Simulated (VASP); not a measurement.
Runs of VASP 6.6.1 on BN (Qingsongite). The structure is cubic, space group F-43m (No. 216). The conventional cell has a = 3.615 Å, b = 3.615 Å, c = 3.615 Å, α = 90.00°, β = 90.00°, γ = 90.00°. B (site symmetry -43m) has 4 N at 1.57 Å within 2.1 Å. N (site symmetry -43m) has 4 B at 1.57 Å within 2.1 Å. 

```tsv
k mesh	gap on the mesh (eV)	pressure (GPa)
8 × 8 × 8	4.46	3.3
6 × 6 × 6	4.46	3.3
4 × 4 × 4	4.44	4.0
7 × 7 × 7	(a)	3.3
10 × 10 × 10	4.46	3.3
```

Alike in all rows: task single point; level PBE; potentials or basis VASP PAW PBE potentials, release 64 (B, N); no spin polarisation; cell as given; cutoff (eV) 520; smearing methfessel-paxton 0.02 eV.

**Question.** Estimate the missing entries.

**Answer.** (a) 4.71.

Caveats: some runs use coarse meshes.

A k mesh can miss the band edges.
